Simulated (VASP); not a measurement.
# Al2B2As (P6/mmm) in VASP: a series of runs

Al2B2As is run at these levels: PBE; tasks: single point, relaxation of cell and atoms.

Program: VASP 6.6.1. These are calculated values, not measurements. Logs are shortened: lines on timing, memory, paths and dates and some standing lists are left out, and cuts for length are marked.

### Step 1. The cell of the first run

The structure is hexagonal, space group P6/mmm (No. 191). Conventional cell: a = 2.799 Å, b = 2.799 Å, c = 11.278 Å, α = 90.00°, β = 90.00°, γ = 120.00°. Within 2.9 Å of Al (site symmetry 6mm) lie 1 B at 2.16 Å and 1 As at 2.67 Å and 6 Al at 2.80 Å. B (site symmetry 6mm) has 1 B at 1.63 Å and 1 Al at 2.16 Å within 2.2 Å. As (site symmetry 6/mmm) has 2 Al at 2.67 Å and 6 As at 2.80 Å within 3.5 Å.

The cell was generated, and may not be a known phase.

### Step 2. Single point, PBE

INCAR

```
PREC = Accurate
ENCUT = 520
EDIFF = 1E-6
ISMEAR = 0
SIGMA = 0.1
LREAL = F
LASPH = T
NELM = 60
ALGO = Normal
ISIF = 2
LWAVE = F
LCHARG = F
GGA = PE
NBANDS = 16
```

KPOINTS

```
Automatic mesh
0
Gamma
  6 6 4
```

POSCAR

```
Al2B2As
1.0
    2.7991079469     -0.0000000022      0.0000000000
   -1.3995539715      2.4240985911      0.0000000000
    0.0000000000      0.0000000000     11.2783755977
Al B As
2 2 1
Direct
    0.0000000000      0.0000000000      0.2367568471
    0.0000000000      0.0000000000      0.7632431529
    0.0000000000      0.0000000000      0.5720884917
    0.0000000000      0.0000000000      0.4279115083
    0.0000000000      0.0000000000      0.0000000000
```

Potentials or basis: VASP PAW PBE potentials, release 64 (Al, B, As).

Started as:

```
cat potpaw_PBE.64/Al/POTCAR potpaw_PBE.64/B/POTCAR potpaw_PBE.64/As/POTCAR > POTCAR
mpirun -np 1 vasp_std > vasp.out
```

OUTCAR:

```text
PREC = Accurate
   ENCUT = 520
   EDIFF = 1E-6
   ISMEAR = 0
   LREAL = F
   LASPH = T
   NELM = 60
   ISIF = 2
   GGA = PE

 ion  position               nearest neighbor table
   1  0.000  0.000  0.237-   4 2.16   5 2.67
   2  0.000  0.000  0.763-   3 2.16   5 2.67
   3  0.000  0.000  0.572-   4 1.63   2 2.16
   4  0.000  0.000  0.428-   3 1.63   1 2.16
   5  0.000  0.000  0.000-   1 2.67   2 2.67

  LATTYP: Found a hexagonal cell.
 ALAT       =     2.7991079469
 C/A-ratio  =     4.0292749732

  Lattice vectors:

 A1 = (   2.7991079469,  -0.0000000022,   0.0000000000)
 A2 = (  -1.3995539715,   2.4240985911,   0.0000000000)
 A3 = (   0.0000000000,   0.0000000000,  11.2783755977)

Analysis of symmetry for initial positions (statically):
=====================================================================
 Subroutine PRICEL returns:
 Original cell was already a primitive cell.

 Routine SETGRP: Setting up the symmetry group for a
 hexagonal supercell.

 Subroutine GETGRP returns: Found 24 space group operations
 (whereof 24 operations were pure point group operations)
 out of a pool of 24 trial point group operations.

The static configuration has the point symmetry D_6h.

Analysis of symmetry for dynamics (positions and initial velocities):
=====================================================================
 Subroutine PRICEL returns:
 Original cell was already a primitive cell.

 Routine SETGRP: Setting up the symmetry group for a
 hexagonal supercell.

 Subroutine GETGRP returns: Found 24 space group operations
 (whereof 24 operations were pure point group operations)
 out of a pool of 24 trial point group operations.

The dynamic configuration has the point symmetry D_6h.

 Subroutine INISYM returns: Found 24 space group operations
 (whereof 24 operations are pure point group operations),
 and found     1 'primitive' translations

----------------------------------------------------------------------------------------

                                     Primitive cell

  volume of cell :      76.5273

  direct lattice vectors                    reciprocal lattice vectors
     2.799107947 -0.000000002  0.000000000     0.357256676  0.206262238  0.000000000
    -1.399553972  2.424098591  0.000000000     0.000000000  0.412524476  0.000000000
     0.000000000  0.000000000 11.278375598     0.000000000  0.000000000  0.088665251

  length of vectors
     2.799107947  2.799107947 11.278375598     0.412524476  0.412524476  0.088665251

  position of ions in fractional coordinates (direct lattice)
     0.000000000  0.000000000  0.236756847
     0.000000000  0.000000000  0.763243153
     0.000000000  0.000000000  0.572088492
     0.000000000  0.000000000  0.427911508
     0.000000000  0.000000000  0.000000000

  ion indices of the primitive-cell ions
   primitive index   ion index
                 1           1
                 2           2
                 3           3
                 4           4
                 5           5

----------------------------------------------------------------------------------------

 KPOINTS: Automatic mesh

Automatic generation of k-mesh.
 Grid dimensions read from file:
 generate k-points for:    6    6    4

 Generating k-lattice:

  Cartesian coordinates                     Fractional coordinates (reciprocal lattice)
     0.059542779  0.034377040  0.000000000     0.166666667  0.000000000  0.000000000
     0.000000000  0.068754079  0.000000000     0.000000000  0.166666667  0.000000000
     0.000000000  0.000000000  0.022166313     0.000000000  0.000000000  0.250000000

  Length of vectors
     0.068754079  0.068754079  0.022166313

  Shift w.r.t. Gamma in fractional coordinates (k-lattice)
     0.000000000  0.000000000  0.000000000

 Subroutine IBZKPT returns following result:
 ===========================================

 Found     21 irreducible k-points:

 Following reciprocal coordinates:
            Coordinates               Weight
  0.000000  0.000000  0.000000      1.000000
  0.166667  0.000000  0.000000      6.000000
  0.333333  0.000000  0.000000      6.000000
  0.500000  0.000000  0.000000      3.000000
  0.166667  0.166667  0.000000      6.000000
  0.333333  0.166667  0.000000     12.000000
[... 13 lines left out ...]
  0.333333  0.166667  0.500000     12.000000
  0.333333  0.333333  0.500000      2.000000
   k-points           NKPTS =     21   k-points in BZ     NKDIM =     21   number of bands    NBANDS=     16
   number of dos      NEDOS =    301   number of ions     NIONS =      5
   total plane-waves  NPLWV =  48384
   dimension x,y,z NGX =    24 NGY =   24 NGZ =   84
   dimension x,y,z NGXF=    48 NGYF=   48 NGZF=  168
   ions per type =               2   2   1
   NGX,Y,Z   is equivalent  to a cutoff of  14.25, 14.25, 12.38 a.u.
   NGXF,Y,Z  is equivalent  to a cutoff of  28.51, 28.51, 24.76 a.u.
 SYSTEM =  unknown system
   PREC   = accura    normal or accurate (medium, high low for compatibility)
   ISTART =      0    job   : 0-new  1-cont  2-samecut
   ICHARG =      2    charge: 1-file 2-atom 10-const
   ISPIN  =      1    spin polarized calculation?
   LNONCOLLINEAR =      F non collinear calculations
   LSORBIT =      F    spin-orbit coupling
   LASPH  =      T    aspherical Exc in radial PAW
   ENCUT  =  520.0 eV  38.22 Ry    6.18 a.u.   5.20  5.20 20.97*2*pi/ulx,y,z
   NELM   =     60;   NELMIN=  2; NELMDL= -5     # of ELM steps
   EDIFF  = 0.1E-05   stopping-criterion for ELM
   LREAL  =      F    real-space projection
   EDIFFG = 0.1E-04   stopping-criterion for IOM
   NSW    =      0    number of steps for IOM
   IBRION =     -1    ionic relax: 0-MD 1-quasi-New 2-CG
   NFREE  =      0    steps in history (QN), initial steepest desc. (CG)
   ISIF   =      2    stress and relaxation
   ISYM   =      2    0-nonsym 1-usesym 2-fastsym
   POTIM  = 0.5000    time-step for ionic-motion
   TEBEG  =    0.0;   TEEND  =   0.0 temperature during run
   PSTRESS=    0.0 pullay stress
   NELECT =      17.0000    total number of electrons
   NUPDOWN=      -1.0000    fix difference up-down
   EMIN   =  10.00;   EMAX   =-10.00  energy-range for DOS
   EFERMI =   0.00;   METHOD = LEGACY
   ISMEAR =     0;   SIGMA  =   0.10  broadening in eV -4-tet -1-fermi 0-gaus
   EFERMI_NEDOS =   21; number of points for ismear=-14 and -15
   IALGO  =     38    algorithm
   IMIX   =      4    mixing-type and parameters
     AMIX     =   0.40;   BMIX     =  1.00
     AMIX_MAG =   1.60;   BMIX_MAG =  1.00
  volume/ion in A,a.u.               =      15.31       103.29
  Fermi-wavevector in a.u.,A,eV,Ry     =   0.991484  1.873633 13.375074  0.983040
  Thomas-Fermi vector in A             =   2.123228
   LORBIT       =      0    0 simple, 1 ext, 2 COOP (PROOUT), +10 PAW based schemes
   GGA     = PE    functional components
   LHFCALC =     F    Hartree Fock is set to
   AEXX    =    0.0000 exact exchange contribution
   IVDW    =     0    specifies the selected vdW correction
   LEPSILON=     F    determine dielectric tensor
   LRPA    =     F    only Hartree local field effects (RPA)
 non-spin polarized calculation
 Gauss-broadening in eV      SIGMA  =   0.10
  energy-cutoff  :      520.00
  volume of cell :       76.53
 maximum number of plane-waves:      2084
 NGX is ok and might be reduce to    24
   NGX = 11   NGY = 11   NGZ = 41

 number of electron      17.0000000 magnetization

 Free energy of the ion-electron system (eV)
  ---------------------------------------------------
  ext. energy  EPLUGINS =         0.00000000
  ---------------------------------------------------
  free energy    TOTEN  =       -21.07607374 eV

  energy without entropy =      -21.04685835  energy(sigma->0) =      -21.06146605

 E-fermi :   5.4962     XC(G=0): -10.1593

 val. band max:        5.4677074798   @ k =   0.3333   0.1667   0.5000
 cond. band min:       5.4996322673   @ k =   0.3333   0.1667   0.2500
 fundamental gap:      0.0319247875
 Fermi energy:         5.4962154534

 k-point     1 :       0.0000    0.0000    0.0000
  band No.  band energies     occupation
      1      -8.5947      2.00000
      2      -5.5673      2.00000
      3      -3.9471      2.00000
      4      -2.1294      2.00000
      5      -1.0127      2.00000
      6       2.7810      2.00000
[... 8 lines left out ...]
     15      13.7598      0.00000
     16      17.2930      0.00000

 k-point     2 :       0.1667    0.0000    0.0000
  band No.  band energies     occupation
      1      -7.9211      2.00000
      2      -4.9891      2.00000
      3      -3.2790      2.00000
      4      -1.4940      2.00000
      5      -0.3981      2.00000
      6       3.2583      2.00000
[... 8 lines left out ...]
     15      13.0793      0.00000
     16      14.3449      0.00000

 k-point     3 :       0.3333    0.0000    0.0000
  band No.  band energies     occupation
      1      -5.9605      2.00000
      2      -3.3286      2.00000
      3      -1.3184      2.00000
      4       0.3006      2.00000
      5       1.3653      2.00000
      6       3.0014      2.00000
[... 8 lines left out ...]
     15      11.8797      0.00000
     16      12.0166      0.00000

 k-point     4 :       0.5000    0.0000    0.0000
  band No.  band energies     occupation
      1      -3.8179      2.00000
      2      -1.5602      2.00000
      3      -0.4725      2.00000
      4       1.0391      2.00000
      5       1.2612      2.00000
      6       2.5435      2.00000
[... 8 lines left out ...]
     15      11.0277      0.00000
     16      11.5797      0.00000
[... 267 lines left out ...]
 k-point    19 :       0.1667    0.1667    0.5000
  band No.  band energies     occupation
      1      -6.5971      2.00000
      2      -3.8924      2.00000
      3      -1.5518      2.00000
      4      -1.1284      2.00000
      5       2.0289      2.00000
      6       2.7186      2.00000
[... 8 lines left out ...]
     15      11.0997      0.00000
     16      12.4091      0.00000

 k-point    20 :       0.3333    0.1667    0.5000
  band No.  band energies     occupation
      1      -4.2134      2.00000
      2      -1.9055      2.00000
      3       0.7928      2.00000
      4       1.1570      2.00000
      5       1.2163      2.00000
      6       2.4939      2.00000
[... 8 lines left out ...]
     15       9.5938      0.00000
     16      10.6871      0.00000

 k-point    21 :       0.3333    0.3333    0.5000
  band No.  band energies     occupation
      1      -2.7886      2.00000
      2      -0.8181      2.00000
      3       1.6534      2.00000
      4       1.6534      2.00000
      5       2.6242      2.00000
      6       2.8011      2.00000
[... 8 lines left out ...]
     15       8.5221      0.00000
     16       8.8391      0.00000

------------------------ aborting loop because EDIFF is reached ----------------------------------------

  FORCE on cell =-STRESS in cart. coord.  units (eV):
  Direction    XX          YY          ZZ          XY          YZ          ZX
  --------------------------------------------------------------------------------------
  -------------------------------------------------------------------------------------
  Total        0.0162255      0.0162255      0.0678262      0.0000000      0.0000000      0.0000000
  in kB        0.3396976      0.3396976      1.4200097      0.0000000      0.0000000      0.0000000
  external PRESSURE =       0.6998016 kB  Pullay stress =       0.0000000 kB

 VOLUME and BASIS-vectors are now :
 -----------------------------------------------------------------------------
  energy-cutoff  :      520.00
  volume of cell :       76.53
      direct lattice vectors                 reciprocal lattice vectors
     2.799107947 -0.000000002  0.000000000     0.357256676  0.206262238  0.000000000
    -1.399553972  2.424098591  0.000000000     0.000000000  0.412524476  0.000000000
     0.000000000  0.000000000 11.278375598     0.000000000  0.000000000  0.088665251

 POSITION                                       TOTAL-FORCE (eV/Angst)
 -----------------------------------------------------------------------------------
      0.00000      0.00000      2.67023         0.000000      0.000000      0.014795
      0.00000      0.00000      8.60814        -0.000000     -0.000000     -0.014795
      0.00000      0.00000      6.45223        -0.000000     -0.000000      0.013494
      0.00000      0.00000      4.82615        -0.000000     -0.000000     -0.013494
      0.00000      0.00000      0.00000        -0.000000     -0.000000     -0.000000
 -----------------------------------------------------------------------------------
    total drift:                                0.000000      0.000000     -0.000000

  FREE ENERGIE OF THE ION-ELECTRON SYSTEM (eV)
  ---------------------------------------------------
  free  energy   TOTEN  =       -21.0760737410 eV

  energy  without entropy=      -21.0468583527  energy(sigma->0) =      -21.06146605
```

It took 74 s on 1 thread of Intel Xeon 8259CL, shared host; peak memory 0.22 GiB.

What came out:

```
Free energy            : -21.0761 eV
Pressure               : 0.1 GPa
Largest force          : 0.015 eV/Å
Band gap on the k mesh : zero (an odd number of electrons rules out a gap without spin polarisation)
```

Forces on the atoms (eV/Å):
```
Al   0.000  0.000  0.015
Al   0.000  0.000 -0.015
B    0.000  0.000  0.013
B    0.000  0.000 -0.013
As   0.000  0.000  0.000
```

Levels at points of the mesh, in eV from the Fermi level:
```tsv
k point	band 4	band 5	band 6	band 7	band 8	band 9	band 10	band 11	band 12	band 13
(0.00, 0.00, 0.00)	-7.63	-6.51	-2.72	-1.69	4.48	4.48	4.55	6.14	7.30	7.30
(0.50, 0.00, 0.00)	-4.46	-4.24	-2.95	-2.79	-2.22	-1.21	0.59	1.50	2.46	3.27
(0.00, 0.00, 0.50)	-8.56	-5.06	-4.54	-0.28	3.07	4.48	4.48	7.30	7.30	8.16
(0.50, 0.00, 0.50)	-4.53	-3.98	-3.48	-2.56	-1.86	-1.58	0.98	1.25	2.46	3.47
```

Caveat: the k points lie up to 0.43 Å⁻¹ apart, too coarse for converged energies and pressures of a metal.

[end of part 1 of 2]

The gap in the log of VASP goes by the Fermi energy; the results here count the filled bands.